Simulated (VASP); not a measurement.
# W (Im-3m) in VASP: notebook

W is run at these levels: PBE; tasks: single point.

Everything below comes from runs of VASP 6.6.1. Logs are shortened: lines on timing, memory, paths and dates and some standing lists are left out, and cuts for length are marked.

### Step 1. The cell of the first run

The structure is cubic, space group Im-3m (No. 229). Conventional cell: a = 3.165 Å, b = 3.165 Å, c = 3.165 Å, α = 90.00°, β = 90.00°, γ = 90.00°. W (site symmetry m-3m) has 14 W at 2.74 to 3.16 Å within 3.6 Å.

### Step 2. Single point, PBE

File INCAR:

```
SYSTEM = W
PREC = Accurate
ENCUT = 520
EDIFF = 1E-6
ISMEAR = -1
SIGMA = 0.15
LREAL = .FALSE.
LASPH = .TRUE.
NELM = 100
ALGO = Normal
ISIF = 2
LWAVE = .FALSE.
LCHARG = .FALSE.
GGA = PE
NBANDS = 13
```

File KPOINTS:

```
Automatic mesh
0
G
  13 13 13
  0 0 0
```

File POSCAR:

```
W
1.0
   -1.5823450000      1.5823450000      1.5823450000
    1.5823450000     -1.5823450000      1.5823450000
    1.5823450000      1.5823450000     -1.5823450000
W
1
Direct
    0.0000000000      0.0000000000      0.0000000000
```

Potentials or basis: VASP PAW PBE potentials, release 64 (W_sv).

Launch:

```bash
cat potpaw_PBE.64/W_sv/POTCAR > POTCAR
mpirun -np 1 vasp_std > vasp.out
```

OUTCAR:

```text
SYSTEM = W
   PREC = Accurate
   ENCUT = 520
   EDIFF = 1E-6
   ISMEAR = -1
   LREAL = .FALSE.
   LASPH = .TRUE.
   NELM = 100
   ISIF = 2
   GGA = PE

 ion  position               nearest neighbor table
   1  0.000  0.000  0.000-

  LATTYP: Found a body centered cubic cell.
 ALAT       =     3.1646900000

  Lattice vectors:

 A1 = (  -1.5823450000,   1.5823450000,   1.5823450000)
 A2 = (   1.5823450000,  -1.5823450000,   1.5823450000)
 A3 = (   1.5823450000,   1.5823450000,  -1.5823450000)

Analysis of symmetry for initial positions (statically):
=====================================================================
 Subroutine PRICEL returns:
 Original cell was already a primitive cell.

 Routine SETGRP: Setting up the symmetry group for a
 body centered cubic supercell.

 Subroutine GETGRP returns: Found 48 space group operations
 (whereof 48 operations were pure point group operations)
 out of a pool of 48 trial point group operations.

The static configuration has the point symmetry O_h .

Analysis of symmetry for dynamics (positions and initial velocities):
=====================================================================
 Subroutine PRICEL returns:
 Original cell was already a primitive cell.

 Routine SETGRP: Setting up the symmetry group for a
 body centered cubic supercell.

 Subroutine GETGRP returns: Found 48 space group operations
 (whereof 48 operations were pure point group operations)
 out of a pool of 48 trial point group operations.

The dynamic configuration has the point symmetry O_h .

 Subroutine INISYM returns: Found 48 space group operations
 (whereof 48 operations are pure point group operations),
 and found     1 'primitive' translations

----------------------------------------------------------------------------------------

                                     Primitive cell

  volume of cell :      15.8476

  direct lattice vectors                    reciprocal lattice vectors
    -1.582345000  1.582345000  1.582345000     0.000000000  0.315986716  0.315986716
     1.582345000 -1.582345000  1.582345000     0.315986716  0.000000000  0.315986716
     1.582345000  1.582345000 -1.582345000     0.315986716  0.315986716  0.000000000

  length of vectors
     2.740701935  2.740701935  2.740701935     0.446872699  0.446872699  0.446872699

  position of ions in fractional coordinates (direct lattice)
     0.000000000  0.000000000  0.000000000

  ion indices of the primitive-cell ions
   primitive index   ion index
                 1           1

----------------------------------------------------------------------------------------

 KPOINTS: Automatic mesh

Automatic generation of k-mesh.
 Grid dimensions read from file:
 generate k-points for:   13   13   13

 Generating k-lattice:

  Cartesian coordinates                     Fractional coordinates (reciprocal lattice)
     0.000000000  0.024306670  0.024306670     0.076923077  0.000000000  0.000000000
     0.024306670  0.000000000  0.024306670     0.000000000  0.076923077  0.000000000
     0.024306670  0.024306670  0.000000000     0.000000000  0.000000000  0.076923077

  Length of vectors
     0.034374823  0.034374823  0.034374823

  Shift w.r.t. Gamma in fractional coordinates (k-lattice)
     0.000000000  0.000000000  0.000000000

 Subroutine IBZKPT returns following result:
 ===========================================

 Found     84 irreducible k-points:

 Following reciprocal coordinates:
            Coordinates               Weight
  0.000000  0.000000  0.000000      1.000000
  0.076923  0.000000  0.000000     12.000000
  0.153846  0.000000  0.000000     12.000000
  0.230769  0.000000  0.000000     12.000000
  0.307692  0.000000  0.000000     12.000000
  0.384615  0.000000  0.000000     12.000000
[... 16 lines left out ...]
  0.153846  0.076923  0.076923     24.000000
  0.230769  0.076923  0.076923     24.000000
 [... further k-points ...]
   k-points           NKPTS =     84   k-points in BZ     NKDIM =     84   number of bands    NBANDS=     13
   number of dos      NEDOS =    301   number of ions     NIONS =      1
   total plane-waves  NPLWV =   8000
   dimension x,y,z NGX =    20 NGY =   20 NGZ =   20
   dimension x,y,z NGXF=    40 NGYF=   40 NGZF=   40
   ions per type =               1
   NGX,Y,Z   is equivalent  to a cutoff of  12.13, 12.13, 12.13 a.u.
   NGXF,Y,Z  is equivalent  to a cutoff of  24.26, 24.26, 24.26 a.u.
 SYSTEM =  W
   PREC   = accura    normal or accurate (medium, high low for compatibility)
   ISTART =      0    job   : 0-new  1-cont  2-samecut
   ICHARG =      2    charge: 1-file 2-atom 10-const
   ISPIN  =      1    spin polarized calculation?
   LNONCOLLINEAR =      F non collinear calculations
   LSORBIT =      F    spin-orbit coupling
   LASPH  =      T    aspherical Exc in radial PAW
   ENCUT  =  520.0 eV  38.22 Ry    6.18 a.u.   5.10  5.10  5.10*2*pi/ulx,y,z
   NELM   =    100;   NELMIN=  2; NELMDL= -5     # of ELM steps
   EDIFF  = 0.1E-05   stopping-criterion for ELM
   LREAL  =      F    real-space projection
   EDIFFG = 0.1E-04   stopping-criterion for IOM
   NSW    =      0    number of steps for IOM
   IBRION =     -1    ionic relax: 0-MD 1-quasi-New 2-CG
   NFREE  =      0    steps in history (QN), initial steepest desc. (CG)
   ISIF   =      2    stress and relaxation
   ISYM   =      2    0-nonsym 1-usesym 2-fastsym
   POTIM  = 0.5000    time-step for ionic-motion
   TEBEG  =    0.0;   TEEND  =   0.0 temperature during run
   PSTRESS=    0.0 pullay stress
   NELECT =      14.0000    total number of electrons
   NUPDOWN=      -1.0000    fix difference up-down
   EMIN   =  10.00;   EMAX   =-10.00  energy-range for DOS
   EFERMI =   0.00;   METHOD = LEGACY
   ISMEAR =    -1;   SIGMA  =   0.15  broadening in eV -4-tet -1-fermi 0-gaus
   EFERMI_NEDOS =   21; number of points for ismear=-14 and -15
   IALGO  =     38    algorithm
   IMIX   =      4    mixing-type and parameters
     AMIX     =   0.40;   BMIX     =  1.00
     AMIX_MAG =   1.60;   BMIX_MAG =  1.00
  volume/ion in A,a.u.               =      15.85       106.94
  Fermi-wavevector in a.u.,A,eV,Ry     =   1.570832  2.968442 33.572544  2.467512
  Thomas-Fermi vector in A             =   2.672506
   LORBIT       =      0    0 simple, 1 ext, 2 COOP (PROOUT), +10 PAW based schemes
   GGA     = PE    functional components
   LHFCALC =     F    Hartree Fock is set to
   AEXX    =    0.0000 exact exchange contribution
   IVDW    =     0    specifies the selected vdW correction
   LEPSILON=     F    determine dielectric tensor
   LRPA    =     F    only Hartree local field effects (RPA)
 non-spin polarized calculation
  energy-cutoff  :      520.00
  volume of cell :       15.85
 maximum number of plane-waves:       438
   NGX = 11   NGY = 11   NGZ = 11

 number of electron      14.0000004 magnetization

 Free energy of the ion-electron system (eV)
  ---------------------------------------------------
  ext. energy  EPLUGINS =         0.00000000
  ---------------------------------------------------
  free energy    TOTEN  =       -12.97359491 eV

  energy without entropy =      -12.94586163  energy(sigma->0) =      -12.95972827

 E-fermi :  11.4484     XC(G=0): -13.6419

 val. band max:       11.3312834638   @ k =  -0.3077   0.3077   0.2308
 cond. band min:      11.5095959207   @ k =  -0.4615   0.4615   0.2308
 fundamental gap:      0.1783124570
 Fermi energy:        11.4483514655

 k-point     1 :       0.0000    0.0000    0.0000
  band No.  band energies     occupation
      1     -62.7331      2.00000
      2     -26.2948      2.00000
      3     -26.2948      2.00000
      4     -26.2948      2.00000
      5       1.8085      2.00000
      6      10.2190      1.99945
      7      10.2190      1.99945
      8      10.2190      1.99945
      9      13.7109      0.00000
     10      13.7109      0.00000
     11      25.9649      0.00000
     12      25.9649      0.00000
     13      25.9649      0.00000

 k-point     2 :       0.0769    0.0000    0.0000
  band No.  band energies     occupation
      1     -62.7255      2.00000
      2     -26.3747      2.00000
      3     -26.3197      2.00000
      4     -26.2953      2.00000
      5       2.0937      2.00000
      6      10.0463      1.99983
      7      10.1756      1.99959
      8      10.4954      1.99652
      9      13.4460      0.00000
     10      13.7132      0.00000
     11      26.2041      0.00000
     12      26.4504      0.00000
     13      26.6526      0.00000

 k-point     3 :       0.1538    0.0000    0.0000
  band No.  band energies     occupation
      1     -62.7043      2.00000
      2     -26.5915      2.00000
      3     -26.3881      2.00000
      4     -26.2964      2.00000
      5       2.8855      2.00000
      6       9.6018      1.99999
      7       9.9659      1.99990
      8      11.3068      1.43965
      9      13.0461      0.00005
     10      13.7450      0.00000
     11      26.6652      0.00000
     12      27.8270      0.00000
     13      28.1074      0.00000
[... 305 lines left out ...]
 k-point    23 :       0.1538    0.0769    0.0769
  band No.  band energies     occupation
      1     -62.6649      2.00000
      2     -26.9851      2.00000
      3     -26.4525      2.00000
      4     -26.3585      2.00000
      5       4.4416      2.00000
      6       8.8477      2.00000
      7       9.0207      2.00000
      8      13.2958      0.00001
      9      13.6758      0.00000
     10      13.7922      0.00000
     11      27.1771      0.00000
     12      28.1917      0.00000
     13      28.6648      0.00000

 k-point    24 :       0.2308    0.0769    0.0769
  band No.  band energies     occupation
      1     -62.6361      2.00000
      2     -27.2192      2.00000
      3     -26.5795      2.00000
      4     -26.3659      2.00000
      5       5.4115      2.00000
      6       8.3726      2.00000
      7       9.0444      2.00000
      8      13.4784      0.00000
      9      14.1209      0.00000
     10      15.4464      0.00000
     11      25.7991      0.00000
     12      26.1526      0.00000
     13      29.9687      0.00000

 [... further k-points ...]

------------------------ aborting loop because EDIFF is reached ----------------------------------------

  FORCE on cell =-STRESS in cart. coord.  units (eV):
  Direction    XX          YY          ZZ          XY          YZ          ZX
  --------------------------------------------------------------------------------------
  -------------------------------------------------------------------------------------
  Total        0.6026653      0.6026653      0.6026653     -0.0000000     -0.0000000      0.0000000
  in kB       60.9288909     60.9288909     60.9288909     -0.0000000     -0.0000000      0.0000000
  external PRESSURE =      60.9288909 kB  Pullay stress =       0.0000000 kB

 VOLUME and BASIS-vectors are now :
 -----------------------------------------------------------------------------
  energy-cutoff  :      520.00
  volume of cell :       15.85
      direct lattice vectors                 reciprocal lattice vectors
    -1.582345000  1.582345000  1.582345000     0.000000000  0.315986716  0.315986716
     1.582345000 -1.582345000  1.582345000     0.315986716  0.000000000  0.315986716
     1.582345000  1.582345000 -1.582345000     0.315986716  0.315986716  0.000000000

 POSITION                                       TOTAL-FORCE (eV/Angst)
 -----------------------------------------------------------------------------------
      0.00000      0.00000      0.00000         0.000000      0.000000      0.000000
 -----------------------------------------------------------------------------------
    total drift:                                0.000000     -0.000000     -0.000000

  FREE ENERGIE OF THE ION-ELECTRON SYSTEM (eV)
  ---------------------------------------------------
  free  energy   TOTEN  =       -12.9735949122 eV

  energy  without entropy=      -12.9458616254  energy(sigma->0) =      -12.95972827
```

It took 14 s on 1 thread of AMD EPYC 7R43 (Zen 3), shared host; peak memory 0.1 GiB.

Results:

```
Free energy            : -12.9736 eV
Pressure               : 6.1 GPa
Band gap on the k mesh : zero (band 7 reaches 15.96 eV, above the bottom of band 8 at 10.22 eV)
```

Caveat: spin-orbit coupling is left out, which moves the levels of the heavy elements.

### Step 3. Single point, PBE

This run uses another cell than the first one, of 16.16 Å³/atom, 1.020 times its volume.

File INCAR:

```
  PREC = Accurate
  ENCUT = 520
  EDIFF = 1E-7
  ISMEAR = -1
  SIGMA = 0.15
  LREAL = False
  LASPH = True
  NELM = 100
  ALGO = Normal
  ISIF = 2
  LWAVE = False
  LCHARG = False
  GGA = PE
  NBANDS = 13
```

File KPOINTS:

```
regular mesh
0
Gamma
  13 13 13
```

File POSCAR:

```
W
1.0
   -1.5928244114      1.5928244114      1.5928244114
    1.5928244114     -1.5928244114      1.5928244114
    1.5928244114      1.5928244114     -1.5928244114
W
1
Direct
    0.0000000000      0.0000000000      0.0000000000
```

Potentials or basis: VASP PAW PBE potentials, release 64 (W_sv).

Launch:

```bash
cat potpaw_PBE.64/W_sv/POTCAR > POTCAR
mpirun -np 1 vasp_std > vasp.out
```

Wall time 38 s (1 thread of AMD EPYC 7R43 (Zen 3), shared host); peak memory 0.11 GiB.

The run converged. Its results:

```yaml
Free_energy: -12.9795 eV
Pressure: -0.2 GPa
Band_gap_on_the_k_mesh: zero (band 7 reaches 15.56 eV, above the bottom of band 8 at 9.97 eV)
```

Levels at points of the mesh, in eV from the Fermi level:
```
           k point  band 3  band 4  band 5  band 6  band 7  band 8  band 9  band 10  band 11  band 12
(0.00, 0.00, 0.00)  -37.79  -37.79   -9.52   -1.19   -1.19   -1.19    2.22     2.22    14.48    14.48
```

Caveat: spin-orbit coupling is left out, which moves the levels of the heavy elements.

### Step 4. Single point, PBE

This run uses another cell than the first one, of 16.48 Å³/atom, 1.040 times its volume.

File INCAR:

```
SYSTEM = W
PREC = Accurate
ENCUT = 520
EDIFF = 1E-6
ISMEAR = -1
SIGMA = 0.15
LREAL = .FALSE.
LASPH = .TRUE.
NELM = 100
ALGO = Normal
ISIF = 2
LWAVE = .FALSE.
LCHARG = .TRUE.
GGA = PE
LELF = .TRUE.
LVHAR = .TRUE.
NBANDS = 13
```

File KPOINTS:

```
regular mesh
0
G
  13 13 13
  0 0 0
```

File POSCAR:

```
W
1.0
   -1.6031677168      1.6031677168      1.6031677168
    1.6031677168     -1.6031677168      1.6031677168
    1.6031677168      1.6031677168     -1.6031677168
W
1
Direct
    0.0000000000      0.0000000000      0.0000000000
```

Launch:

```bash
cat potpaw_PBE.64/W_sv/POTCAR > POTCAR
mpirun -np 1 vasp_std > vasp.out
```

It took 32 s on 1 thread of AMD EPYC 7R43 (Zen 3), shared host; peak memory 0.11 GiB.

Results (log left out):

- Free energy: -12.9736 eV
- Pressure: -5.9 GPa
- Band gap on the k mesh: zero (band 7 reaches 15.17 eV, above the bottom of band 8 at 9.72 eV)

Levels at points of the mesh, in eV from the Fermi level:
```tsv
k point	band 3	band 4	band 5	band 6	band 7	band 8	band 9	band 10	band 11	band 12
(0.00, 0.00, 0.00)	-37.84	-37.84	-9.41	-1.16	-1.16	-1.16	2.18	2.18	14.44	14.44
```

Caveat: spin-orbit coupling is left out, which moves the levels of the heavy elements.

[end of part 1 of 2]
